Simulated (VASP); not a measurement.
Write the native input for VASP 6.6.1 that does the following.

```yaml
Task: single point
Functional: LDA
Potentials_or_basis: VASP PAW LDA potentials, release 64 (Al, Pt)
Cutoff: 520 eV
k_mesh: 12 × 12 × 12
Occupations: fermi-dirac, width 0.05 eV
Spin: no spin polarisation
Dipole_correction: no
Further_INCAR_settings: ALGO = Normal; EDIFF = 1e-06; NBANDS = 14
```

The structure of AlPt lies in POSCAR:

```
AlPt
1.0
    2.8699370784      0.0000000000      0.0000000000
    0.0000000000      2.8699370784      0.0000000000
    0.0000000000      0.0000000000      2.8699370784
Al Pt
1 1
Direct
    0.0000000000      0.0000000000      0.0000000000
    0.5000000000      0.5000000000      0.5000000000
```

This cell differs from its parent crystal: volume scaled by 0.8.

One way to write it, as run:

INCAR

```
SYSTEM = AlPt
ALGO     = Normal         ! electronic algorithm
EDIFF    = 1E-6           ! SCF threshold, eV
ENCUT    = 520            ! plane-wave cutoff, eV
GGA      = CA             ! functional
ISIF     = 2              ! what is computed and relaxed
ISMEAR   = -1             ! smearing method
LASPH    = .TRUE.         ! aspherical terms in the spheres
LCHARG   = .TRUE.         ! write CHGCAR
LELF     = .TRUE.         ! ELF
LREAL    = .FALSE.        ! projectors in reciprocal space
LVHAR    = .TRUE.       
LWAVE    = .FALSE.        ! write WAVECAR
NBANDS   = 14             ! bands
NELM     = 80             ! most SCF steps
PREC     = Accurate       ! precision mode
SIGMA    = 0.05           ! smearing width, eV
```

KPOINTS

```
k-points
0
G
  12 12 12
  0 0 0
```

Potentials or basis: VASP PAW LDA potentials, release 64 (Al, Pt).

The run is started by

```sh
$ cat potpaw_LDA.64/Al/POTCAR potpaw_LDA.64/Pt/POTCAR > POTCAR
$ mpirun -np 1 vasp_std > vasp.out
```

It gave:

The pressure is 55.8 GPa.

Wall time 23 s on 1 thread of AMD EPYC 7R13 Processor (Zen 3), on a shared host, peak memory 0.12 GiB.
